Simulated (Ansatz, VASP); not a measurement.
# One calculation of ZnO, two programs

File INCAR:

```
PREC     = Accurate       # precision mode
ENCUT    = 520            # plane-wave cutoff, eV
EDIFF    = 1E-6           # SCF threshold, eV
ISMEAR   = -1             # smearing method
SIGMA    = 0.02           # smearing width, eV
LREAL    = False          # projectors in reciprocal space
LASPH    = True           # aspherical terms in the spheres
NELM     = 100            # most SCF steps
ALGO     = Normal         # electronic algorithm
ISIF     = 2              # what is computed and relaxed
LWAVE    = False          # write WAVECAR
LCHARG   = False          # write CHGCAR
GGA      = PE             # functional
NBANDS   = 16             # bands
```

File KPOINTS:

```
Automatic mesh
0
Gamma
  10 10 10
```

Contents of POSCAR:

```
ZnO
1.0
   -0.0128026223      2.1316366160      2.1316366160
    2.1316366160     -0.0128026223      2.1316366160
    2.1316366160      2.1316366160     -0.0128026223
Zn O
1 1
Direct
    0.0000000000      0.0000000000      0.0000000000
    0.5000000000      0.5000000000      0.5000000000
```

Input for Ansatz:

```yaml
crystal:
  lattice:
    - [-0.0128026223, 2.131636616, 2.131636616]
    - [2.131636616, -0.0128026223, 2.131636616]
    - [2.131636616, 2.131636616, -0.0128026223]
  atoms:
    - { symbol: Zn, position: [0.0, 0.0, 0.0] }
    - { symbol: O, position: [0.5, 0.5, 0.5] }
kpoints:
  mp_grid: { grid: [10, 10, 10] }
  band_path:
    path:
      - [0.0, 0.0, 0.0]
      - [0.5, 0.0, 0.5]
      - [0.625, 0.25, 0.625]
      - [0.375, 0.375, 0.75]
      - [0.5, 0.5, 0.5]
      - [0.5, 0.25, 0.75]
    npoints: 1
hamiltonian:
  xc: pbe
scf:
  occupations: { method: fermi_dirac, width: 0.02 }
  n_extra_bands: 4
output:
  forces: true
  stress: true
  eigenvalues: true
```

Change from the starting cell: epitaxial_111 strain +0.5%.

Alike in both runs: task single point; functional PBE; k mesh 10 × 10 × 10; occupations fermi-dirac, width 0.02 eV; no spin polarisation.

|  | VASP | Ansatz |
| --- | --- | --- |
| version | VASP 6.6.1 | Ansatz 0.2.0 |
| potentials or method | VASP PAW PBE potentials, release 64 (Zn, O) | plane waves, PAW |
| plane-wave cutoff (eV) | 520 | 420 |
| valence electrons in the cell | 18 | 18 |

|  | VASP | Ansatz | Ansatz less VASP |
| --- | --- | --- | --- |
| gap on the k mesh at the Fermi level (eV) | 0.88 | 0.92 | +0.033 |
| pressure (GPa) | 7.9 | 6.8 | -1.14 |
| traceless stress, the component that is largest in VASP (GPa) | 0.49 | 0.50 | +0.007 |
